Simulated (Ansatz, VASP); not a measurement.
# One calculation of Al, two programs

```
Al
1.0
    -1.59122    1.59122    1.67078
     1.59122   -1.59122    1.67078
     1.59122    1.59122   -1.67078
Al
1
Direct
  0.00000 0.00000 0.00000
```

Change from the starting cell: strain +0.000 along x and y, +0.050 along z, atoms carried along.

Alike in both runs: task single point; functional LDA; k mesh 20 × 20 × 20; occupations gaussian, width 0.15 eV; no spin polarisation.

```csv
,VASP,Ansatz
version,VASP 6.6.1,Ansatz 0.2.0
potentials or method,"VASP PAW LDA potentials, release 64 (Al), cutoff 520 eV","scalar-relativistic, plane waves, PAW"
valence electrons in the cell,3,3
```

```csv
,VASP,Ansatz,Ansatz less VASP
gap on the k mesh at the Fermi level (eV),none,none,-
pressure (GPa),-2.9,-2.9,-0.06
"traceless stress, the component that is largest in VASP (GPa)",1.47,1.47,-0.005
```

LDA's correlation is that of Perdew and Zunger in VASP and of Perdew and Wang (1992) in Ansatz. A gap of «none» marks a metal or a gap that the smearing closes.
